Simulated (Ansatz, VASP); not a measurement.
**One calculation of SiO2, two programs**

```
CELL_PARAMETERS angstrom
5.51329 0.00000 0.00000
-2.75664 4.77465 0.00000
0.00000 0.00000 5.36130
ATOMIC_POSITIONS crystal
Si 0.50000 0.00000 0.00000
Si 0.50000 0.50000 0.33333
Si 0.00000 0.50000 0.66667
O 0.41593 0.20796 0.16667
O 0.20796 0.41593 0.50000
O 0.79204 0.20796 0.83333
O 0.58407 0.79204 0.16667
O 0.79204 0.58407 0.50000
O 0.20796 0.79204 0.83333
```

Change from the starting cell: strain +0.080 along x and y, -0.040 along z, atoms carried along.

Alike in both runs: task single point; functional PBE; k mesh 6 × 6 × 4; occupations gaussian, width 0.05 eV; no spin polarisation.

|  | VASP | Ansatz |
| --- | --- | --- |
| version | VASP 6.6.1 | Ansatz 0.2.0 |
| potentials or method | VASP PAW PBE potentials, release 64 (Si, O), cutoff 520 eV | scalar-relativistic, plane waves, PAW |
| valence electrons in the cell | 48 | 48 |

|  | VASP | Ansatz | Ansatz less VASP |
| --- | --- | --- | --- |
| gap on the k mesh at the Fermi level (eV) | 4.44 | 4.45 | +0.012 |
| least direct gap on the mesh (eV) | 4.82 | 4.83 | +0.008 |
| pressure (GPa) | -16.2 | -16.2 | +0.01 |
| traceless stress, the component that is largest in VASP (GPa) | 5.90 | 5.89 | -0.010 |
| rms of the force components (eV/Å) | 0.378 | 0.372 | -0.0063 |

Atom by atom the forces differ by 0.006 eV/Å (rms over components). With one functional, cell and mesh, what is left measures potentials, basis and numerics.
